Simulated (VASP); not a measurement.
Wanted: the native input for a VASP 6.6.1 run.

```yaml
Task: relaxation of cell and atoms
Functional: LDA
Potentials_or_basis: VASP PAW LDA potentials, release 64 (Ta_sv_GW)
Cutoff: 500 eV
k_mesh: 11 × 11 × 11
Occupations: fermi-dirac, width 0.05 eV
Spin: no spin polarisation
Dipole_correction: no
Second_run: valence_matched
Further_INCAR_settings: ALGO = Normal; EDIFF = 1e-07; IBRION = 2; EDIFFG = -0.01; NSW = 60; ISIF = 3
```

The structure of Ta lies in POSCAR:

```
Ta
1.0
   -1.6512800000      1.6512800000      1.6512800000
    1.6512800000     -1.6512800000      1.6512800000
    1.6512800000      1.6512800000     -1.6512800000
Ta
1
Direct
    0.0000000000      0.0000000000      0.0000000000
```

The input as run:

INCAR

```
SYSTEM = Ta
PREC = Accurate ; ENCUT = 500
EDIFF = 1E-7 ; ISMEAR = -1
SIGMA = 0.05 ; LREAL = .False.
LASPH = .True. ; NELM = 120
ALGO = Normal ; ISIF = 3
LWAVE = .False. ; LCHARG = .False.
IBRION = 2 ; NSW = 60
EDIFFG = -0.01 ; GGA_COMPAT = .False.
NELMIN = 4
```

KPOINTS

```
regular mesh
0
Gamma
  11 11 11
  0 0 0
```

Potentials or basis: VASP PAW LDA potentials, release 64 (Ta_sv_GW).

Launch:

```console
$ cat potpaw_LDA.64/Ta_sv_GW/POTCAR > POTCAR
$ mpirun -np 1 vasp_std > vasp.out
```

Results of the run:

```yaml
Relaxed_volume: 17.19 Å³/atom
Relaxed_cell: a = 2.816 Å, b = 2.816 Å, c = 2.816 Å, α = 109.47°, β = 109.47°, γ = 109.47°
Space_group_after_relaxing_to_0.05_Å: Im-3m (No. 229)
Energy_gained_by_relaxing: 26.5 meV/atom
Ionic_steps: 4
Pressure_after_relaxing: -0.1 GPa
```

It took 22 s on 1 thread of AMD EPYC 9R45 96-Core Processor (Zen 5), with other jobs on the host, peak memory 0.12 GiB.
